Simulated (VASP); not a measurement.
# Pt (Fd-3m) in VASP: further runs

The runs below take Pt through single point, with revPBE.

Everything below comes from runs of VASP 6.6.1. Logs are shortened: lines on timing, memory, paths and dates and some standing lists are left out, and cuts for length are marked.

**1. The cell of the first run**

It takes space group Fd-3m (No. 227, cubic). Conventional cell: a = 5.815 Å, b = 5.815 Å, c = 5.815 Å, α = 90.00°, β = 90.00°, γ = 90.00°. Within 3.3 Å of Pt (site symmetry -43m) lie 4 Pt at 2.52 Å.

This isn't the form of Pt at room conditions, which is fcc.

**2. Single point, revPBE**

The input, INCAR:

```
SYSTEM = Pt
PREC = Accurate ; ENCUT = 520
EDIFF = 1E-6 ; ISMEAR = -1
SIGMA = 0.1 ; LREAL = .FALSE.
LASPH = .TRUE. ; NELM = 100
ALGO = Normal ; ISIF = 2
LWAVE = .FALSE. ; LCHARG = .TRUE.
GGA = RE ; LELF = .TRUE.
LVHAR = .TRUE. ; NBANDS = 17
```

The input, KPOINTS:

```
regular mesh
0
G
  10 10 10
  0 0 0
```

The input, POSCAR:

```
Pt
1.0
    0.0000000000      2.9075463163      2.9075463163
    2.9075463163      0.0000000000      2.9075463163
    2.9075463163      2.9075463163      0.0000000000
Pt
2
Direct
    0.1250000000      0.1250000000      0.1250000000
    0.8750000000      0.8750000000      0.8750000000
```

Potentials or basis: VASP PAW PBE potentials, release 64 (Pt).

Run with:

```sh
cat potpaw_PBE.64/Pt/POTCAR > POTCAR
mpirun -np 1 vasp_std > vasp.out
```

OUTCAR:

```text
SYSTEM = Pt
   PREC = Accurate
   ENCUT = 520
   EDIFF = 1E-6
   ISMEAR = -1
   LREAL = .FALSE.
   LASPH = .TRUE.
   NELM = 100
   ISIF = 2
   GGA = RE

 ion  position               nearest neighbor table
   1  0.125  0.125  0.125-   2 2.52   2 2.52   2 2.52   2 2.52
   2  0.875  0.875  0.875-   1 2.52   1 2.52   1 2.52   1 2.52

  LATTYP: Found a face centered cubic cell.
 ALAT       =     5.8150926326

  Lattice vectors:

 A1 = (   0.0000000000,   2.9075463163,   2.9075463163)
 A2 = (   2.9075463163,   0.0000000000,   2.9075463163)
 A3 = (   2.9075463163,   2.9075463163,   0.0000000000)

Analysis of symmetry for initial positions (statically):
=====================================================================
 Subroutine PRICEL returns:
 Original cell was already a primitive cell.

 Routine SETGRP: Setting up the symmetry group for a
 face centered cubic supercell.

 Subroutine GETGRP returns: Found 48 space group operations
 (whereof 12 operations were pure point group operations)
 out of a pool of 48 trial point group operations.

The static configuration has the point symmetry D_3d.
 The point group associated with its full space group is O_h .

Analysis of symmetry for dynamics (positions and initial velocities):
=====================================================================
 Subroutine PRICEL returns:
 Original cell was already a primitive cell.

 Routine SETGRP: Setting up the symmetry group for a
 face centered cubic supercell.

 Subroutine GETGRP returns: Found 48 space group operations
 (whereof 12 operations were pure point group operations)
 out of a pool of 48 trial point group operations.

The dynamic configuration has the point symmetry D_3d.
 The point group associated with its full space group is O_h .

 Subroutine INISYM returns: Found 48 space group operations
 (whereof 12 operations are pure point group operations),
 and found     1 'primitive' translations

----------------------------------------------------------------------------------------

                                     Primitive cell

  volume of cell :      49.1598

  direct lattice vectors                    reciprocal lattice vectors
     0.000000000  2.907546316  2.907546316    -0.171966306  0.171966306  0.171966306
     2.907546316  0.000000000  2.907546316     0.171966306 -0.171966306  0.171966306
     2.907546316  2.907546316  0.000000000     0.171966306  0.171966306 -0.171966306

  length of vectors
     4.111891434  4.111891434  4.111891434     0.297854379  0.297854379  0.297854379

  position of ions in fractional coordinates (direct lattice)
     0.125000000  0.125000000  0.125000000
     0.875000000  0.875000000  0.875000000

  ion indices of the primitive-cell ions
   primitive index   ion index
                 1           1
                 2           2

----------------------------------------------------------------------------------------

 KPOINTS: regular mesh

Automatic generation of k-mesh.
 Grid dimensions read from file:
 generate k-points for:   10   10   10

 Generating k-lattice:

  Cartesian coordinates                     Fractional coordinates (reciprocal lattice)
    -0.017196631  0.017196631  0.017196631     0.100000000  0.000000000  0.000000000
     0.017196631 -0.017196631  0.017196631     0.000000000  0.100000000  0.000000000
     0.017196631  0.017196631 -0.017196631     0.000000000  0.000000000  0.100000000

  Length of vectors
     0.029785438  0.029785438  0.029785438

  Shift w.r.t. Gamma in fractional coordinates (k-lattice)
     0.000000000  0.000000000  0.000000000

 Subroutine IBZKPT returns following result:
 ===========================================

 Found     47 irreducible k-points:

 Following reciprocal coordinates:
            Coordinates               Weight
  0.000000  0.000000  0.000000      1.000000
  0.100000  0.000000  0.000000      8.000000
  0.200000  0.000000  0.000000      8.000000
  0.300000  0.000000  0.000000      8.000000
  0.400000  0.000000  0.000000      8.000000
  0.500000  0.000000  0.000000      4.000000
[... 16 lines left out ...]
  0.300000  0.300000  0.000000      6.000000
  0.400000  0.300000  0.000000     24.000000
 [... further k-points ...]
   k-points           NKPTS =     47   k-points in BZ     NKDIM =     47   number of bands    NBANDS=     17
   number of dos      NEDOS =    301   number of ions     NIONS =      2
   total plane-waves  NPLWV =  32768
   dimension x,y,z NGX =    32 NGY =   32 NGZ =   32
   dimension x,y,z NGXF=    64 NGYF=   64 NGZF=   64
   ions per type =               2
   NGX,Y,Z   is equivalent  to a cutoff of  12.94, 12.94, 12.94 a.u.
   NGXF,Y,Z  is equivalent  to a cutoff of  25.88, 25.88, 25.88 a.u.
 SYSTEM =  Pt
   PREC   = accura    normal or accurate (medium, high low for compatibility)
   ISTART =      0    job   : 0-new  1-cont  2-samecut
   ICHARG =      2    charge: 1-file 2-atom 10-const
   ISPIN  =      1    spin polarized calculation?
   LNONCOLLINEAR =      F non collinear calculations
   LSORBIT =      F    spin-orbit coupling
   LASPH  =      T    aspherical Exc in radial PAW
   ENCUT  =  520.0 eV  38.22 Ry    6.18 a.u.   7.65  7.65  7.65*2*pi/ulx,y,z
   NELM   =    100;   NELMIN=  2; NELMDL= -5     # of ELM steps
   EDIFF  = 0.1E-05   stopping-criterion for ELM
   LREAL  =      F    real-space projection
   EDIFFG = 0.1E-04   stopping-criterion for IOM
   NSW    =      0    number of steps for IOM
   IBRION =     -1    ionic relax: 0-MD 1-quasi-New 2-CG
   NFREE  =      0    steps in history (QN), initial steepest desc. (CG)
   ISIF   =      2    stress and relaxation
   ISYM   =      2    0-nonsym 1-usesym 2-fastsym
   POTIM  = 0.5000    time-step for ionic-motion
   TEBEG  =    0.0;   TEEND  =   0.0 temperature during run
   PSTRESS=    0.0 pullay stress
   NELECT =      20.0000    total number of electrons
   NUPDOWN=      -1.0000    fix difference up-down
   EMIN   =  10.00;   EMAX   =-10.00  energy-range for DOS
   EFERMI =   0.00;   METHOD = LEGACY
   ISMEAR =    -1;   SIGMA  =   0.10  broadening in eV -4-tet -1-fermi 0-gaus
   EFERMI_NEDOS =   21; number of points for ismear=-14 and -15
   IALGO  =     38    algorithm
   IMIX   =      4    mixing-type and parameters
     AMIX     =   0.40;   BMIX     =  1.00
     AMIX_MAG =   1.60;   BMIX_MAG =  1.00
  volume/ion in A,a.u.               =      24.58       165.87
  Fermi-wavevector in a.u.,A,eV,Ry     =   1.213058  2.292347 20.021101  1.471509
  Thomas-Fermi vector in A             =   2.348522
   LORBIT       =      0    0 simple, 1 ext, 2 COOP (PROOUT), +10 PAW based schemes
   GGA     = RE    functional components
   LHFCALC =     F    Hartree Fock is set to
   AEXX    =    0.0000 exact exchange contribution
   IVDW    =     0    specifies the selected vdW correction
   LEPSILON=     F    determine dielectric tensor
   LRPA    =     F    only Hartree local field effects (RPA)
 non-spin polarized calculation
  energy-cutoff  :      520.00
  volume of cell :       49.16
 maximum number of plane-waves:      1363
   NGX = 15   NGY = 15   NGZ = 15

 number of electron      20.0000000 magnetization

 Free energy of the ion-electron system (eV)
  ---------------------------------------------------
  ext. energy  EPLUGINS =         0.00000000
  ---------------------------------------------------
  free energy    TOTEN  =        -9.23920265 eV

  energy without entropy =       -9.07942321  energy(sigma->0) =       -9.15931293

 E-fermi :   4.8669     XC(G=0): -10.2131

 val. band max:        4.8619323852   @ k =  -0.1000   0.1000   0.0000
 cond. band min:       4.8938841702   @ k =   0.5000   0.2000   0.1000
 fundamental gap:      0.0319517851
 Fermi energy:         4.8669243997

 k-point     1 :       0.0000    0.0000    0.0000
  band No.  band energies     occupation
      1      -1.9169      2.00000
      2       0.5831      2.00000
      3       0.5831      2.00000
      4       0.7193      2.00000
      5       0.7193      2.00000
      6       0.7193      2.00000
[... 9 lines left out ...]
     16      16.2431      0.00000
     17      17.1817      0.00000

 k-point     2 :       0.1000    0.0000    0.0000
  band No.  band energies     occupation
      1      -1.7738      2.00000
      2       0.4579      2.00000
      3       0.4579      2.00000
      4       0.7058      2.00000
      5       0.8914      2.00000
      6       0.8914      2.00000
[... 9 lines left out ...]
     16      16.3273      0.00000
     17      17.7789      0.00000

 k-point     3 :       0.2000    0.0000    0.0000
  band No.  band energies     occupation
      1      -1.3748      2.00000
      2       0.3717      2.00000
      3       0.3717      2.00000
      4       0.6727      2.00000
      5       1.0741      2.00000
      6       1.0741      2.00000
[... 9 lines left out ...]
     16      16.9338      0.00000
     17      17.6928      0.00000

 k-point     4 :       0.3000    0.0000    0.0000
  band No.  band energies     occupation
      1      -0.8306      2.00000
      2       0.3862      2.00000
      3       0.3862      2.00000
      4       0.6320      2.00000
      5       1.1137      2.00000
      6       1.1137      2.00000
[... 9 lines left out ...]
     16      16.4983      0.00000
     17      17.9540      0.00000

 k-point     5 :       0.4000    0.0000    0.0000
  band No.  band energies     occupation
      1      -0.3559      2.00000
      2       0.4859      2.00000
      3       0.4859      2.00000
      4       0.5838      2.00000
      5       1.0040      2.00000
      6       1.0040      2.00000
[... 9 lines left out ...]
     16      16.1109      0.00000
     17      17.9040      0.00000

 k-point     6 :       0.5000    0.0000    0.0000
  band No.  band energies     occupation
      1      -0.1692      2.00000
      2       0.5518      2.00000
      3       0.5729      2.00000
      4       0.5729      2.00000
      5       0.9023      2.00000
      6       0.9023      2.00000
[... 9 lines left out ...]
     16      15.9547      0.00000
     17      17.8849      0.00000

 k-point     7 :       0.1000    0.1000    0.0000
  band No.  band energies     occupation
      1      -1.7246      2.00000
      2       0.3093      2.00000
      3       0.6715      2.00000
      4       0.7125      2.00000
      5       0.7125      2.00000
      6       1.0331      2.00000
[... 9 lines left out ...]
     16      16.2787      0.00000
     17      18.0911      0.00000

 k-point     8 :       0.2000    0.1000    0.0000
  band No.  band energies     occupation
      1      -1.4057      2.00000
      2       0.1951      2.00000
      3       0.5861      2.00000
      4       0.6846      2.00000
      5       0.8987      2.00000
      6       1.2307      2.00000
[... 9 lines left out ...]
     16      15.9594      0.00000
     17      17.9816      0.00000
[... 203 lines left out ...]
      1       0.0598      2.00000
      2       0.1337      2.00000
      3       0.5057      2.00000
      4       0.5170      2.00000
      5       1.3437      2.00000
      6       1.3553      2.00000
[... 9 lines left out ...]
     16      18.3131      0.00000
     17      18.6059      0.00000

 k-point    20 :      -0.4000    0.2000    0.0000
  band No.  band energies     occupation
      1       0.0490      2.00000
      2       0.2344      2.00000
      3       0.3698      2.00000
      4       0.6276      2.00000
      5       1.1093      2.00000
      6       1.5305      2.00000
[... 9 lines left out ...]
     16      17.8172      0.00000
     17      19.3643      0.00000

 k-point    21 :      -0.3000    0.2000    0.0000
  band No.  band energies     occupation
      1      -0.1674      2.00000
      2       0.2378      2.00000
      3       0.3039      2.00000
      4       0.7593      2.00000
      5       0.9047      2.00000
      6       1.6583      2.00000
[... 9 lines left out ...]
     16      17.4874      0.00000
     17      18.8209      0.00000

 k-point    22 :      -0.2000    0.2000    0.0000
  band No.  band energies     occupation
      1      -0.6232      2.00000
      2       0.1787      2.00000
      3       0.4625      2.00000
      4       0.6589      2.00000
      5       0.9334      2.00000
      6       1.5710      2.00000
[... 9 lines left out ...]
     16      17.3535      0.00000
     17      17.4248      0.00000

 k-point    23 :       0.3000    0.3000    0.0000
  band No.  band energies     occupation
      1      -0.3416      2.00000
      2      -0.0786      2.00000
      3       0.6453      2.00000
      4       0.6453      2.00000
      5       1.3452      2.00000
      6       1.4571      2.00000
[... 9 lines left out ...]
     16      14.4363      0.00000
     17      20.6047      0.00000

 k-point    24 :       0.4000    0.3000    0.0000
  band No.  band energies     occupation
      1      -0.0658      2.00000
      2       0.0991      2.00000
      3       0.5317      2.00000
      4       0.6108      2.00000
      5       1.3826      2.00000
      6       1.5635      2.00000
[... 9 lines left out ...]
     16      15.0293      0.00000
     17      20.8346      0.00000

 [... further k-points ...]

------------------------ aborting loop because EDIFF is reached ----------------------------------------

  FORCE on cell =-STRESS in cart. coord.  units (eV):
  Direction    XX          YY          ZZ          XY          YZ          ZX
  --------------------------------------------------------------------------------------
  -------------------------------------------------------------------------------------
  Total       -0.1093208     -0.1093208     -0.1093208      0.0000000      0.0000000      0.0000000
  in kB       -3.5628985     -3.5628985     -3.5628985      0.0000000      0.0000000      0.0000000
  external PRESSURE =      -3.5628985 kB  Pullay stress =       0.0000000 kB

 VOLUME and BASIS-vectors are now :
 -----------------------------------------------------------------------------
  energy-cutoff  :      520.00
  volume of cell :       49.16
      direct lattice vectors                 reciprocal lattice vectors
     0.000000000  2.907546316  2.907546316    -0.171966306  0.171966306  0.171966306
     2.907546316  0.000000000  2.907546316     0.171966306 -0.171966306  0.171966306
     2.907546316  2.907546316  0.000000000     0.171966306  0.171966306 -0.171966306

 POSITION                                       TOTAL-FORCE (eV/Angst)
 -----------------------------------------------------------------------------------
      0.72689      0.72689      0.72689        -0.000000     -0.000000     -0.000000
      5.08821      5.08821      5.08821         0.000000      0.000000      0.000000
 -----------------------------------------------------------------------------------
    total drift:                                0.000000      0.000000     -0.000000

  FREE ENERGIE OF THE ION-ELECTRON SYSTEM (eV)
  ---------------------------------------------------
  free  energy   TOTEN  =        -9.2392026455 eV

  energy  without entropy=       -9.0794232125  energy(sigma->0) =       -9.15931293
```

Run time: 50 s. Hardware: 1 thread of AMD EPYC 7R13, shared host; peak memory 0.16 GiB.

What came out:

* Free energy: -9.2392 eV
* Pressure: -0.4 GPa
* Band gap on the k mesh: zero (bands 10 and 11 overlap by 0.56 eV)

Caveat: the PAW data sets were made with another functional, which shifts forces and pressure a little; spin-orbit coupling is left out, which moves the levels of the heavy elements.

**3. Single point, revPBE (21.63 Å³/atom)**

This run uses another cell than the first one, of 21.63 Å³/atom.

The input, INCAR:

```
PREC = Accurate
ENCUT = 520
EDIFF = 1E-6
ISMEAR = -1
SIGMA = 0.1
LREAL = False
LASPH = True
NELM = 100
ALGO = Normal
ISIF = 2
LWAVE = False
LCHARG = False
GGA = RE
NBANDS = 17
```

The input, KPOINTS:

```
regular mesh
0
Gamma
  11 11 11
```

The input, POSCAR:

```
Pt
1.0
    0.0000000000      2.7862550310      2.7862550310
    2.7862550310      0.0000000000      2.7862550310
    2.7862550310      2.7862550310      0.0000000000
Pt
2
Direct
    0.1250000000      0.1250000000      0.1250000000
    0.8750000000      0.8750000000      0.8750000000
```

Potentials or basis: VASP PAW PBE potentials, release 64 (Pt).

Run with:

```sh
cat potpaw_PBE.64/Pt/POTCAR > POTCAR
mpirun -np 1 vasp_std > vasp.out
```

Wall time 56 s (1 thread of AMD EPYC 7R13, shared host); peak memory 0.16 GiB.

It converged, with:

* Free energy: -8.9491 eV
* Pressure: 18.2 GPa
* Band gap on the k mesh: zero (bands 10 and 11 overlap by 0.69 eV)

Levels at points of the mesh, in eV from the Fermi level:
```tsv
k point	band 6	band 7	band 8	band 9	band 10	band 11	band 12	band 13	band 14	band 15
(0.00, 0.00, 0.00)	-4.94	-2.16	-2.16	-2.16	-0.07	-0.07	10.91	11.01	12.38	12.38
```

Caveat: the cell stands under pressure; the PAW data sets were made with another functional, which shifts forces and pressure a little; spin-orbit coupling is left out, which moves the levels of the heavy elements.
